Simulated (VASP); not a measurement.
Write the native input for VASP 6.6.1 that does the following.

| Item | Value |
| --- | --- |
| Task | relaxation of cell and atoms |
| Functional | RPBE |
| Potentials or basis | VASP PAW PBE potentials, release 64 (Sb) |
| Cutoff | 600 eV |
| k mesh | 11 × 11 × 6 |
| Occupations | fermi-dirac, width 0.1 eV |
| Spin | no spin polarisation |
| Dipole correction | no |
| Further INCAR settings | ALGO = Normal; EDIFF = 1e-06; IBRION = 2; EDIFFG = -0.01; NSW = 80; ISIF = 3 |

The structure of Sb lies in POSCAR:

```
Sb
1.0
    3.3749600568      0.0000000000      0.0000000000
   -1.6874800284      2.9228011460      0.0000000000
    0.0000000000      0.0000000000      5.5113097728
Sb
2
Direct
    0.3333333333      0.6666666667      0.2500000000
    0.6666666667      0.3333333333      0.7500000000
```

This isn't the form of Sb at room conditions, which is rhombohedral.

These files were run (other wordings do the same):

INCAR

```
SYSTEM = Sb
  PREC = Accurate
  ENCUT = 600
  EDIFF = 1E-6
  ISMEAR = -1
  SIGMA = 0.1
  LREAL = .FALSE.
  LASPH = .TRUE.
  NELM = 100
  ALGO = Normal
  ISIF = 3
  LWAVE = .FALSE.
  LCHARG = .FALSE.
  GGA = RP
  IBRION = 2
  NSW = 80
  EDIFFG = -0.01
```

KPOINTS

```
Automatic mesh
0
G
  11 11 6
  0 0 0
```

Potentials or basis: VASP PAW PBE potentials, release 64 (Sb).

Run with:

```sh
$ cat potpaw_PBE.64/Sb/POTCAR > POTCAR
$ mpirun -np 1 vasp_std > vasp.out
```

Results of the run:

- Relaxed volume: 27.92 Å³/atom
- Relaxed cell: a = 3.388 Å, b = 3.388 Å, c = 5.617 Å, α = 90.00°, β = 90.00°, γ = 120.00°
- Space group after relaxing (to 0.1 Å): P6_3/mmc (No. 194)
- Energy gained by relaxing: 4.2 meV/atom
- Ionic steps: 5
- Pressure after relaxing: 0.0 GPa
- Band gap on the k mesh: zero (bands 5 and 6 overlap by 7.04 eV)

Caveat: the PAW data sets were made with another functional, which shifts forces and pressure a little; spin-orbit coupling is left out, which moves the levels of the heavy elements.

Run time: 2.1 min on 1 thread of Intel Xeon 8259CL, on a shared host, peak memory 0.21 GiB.
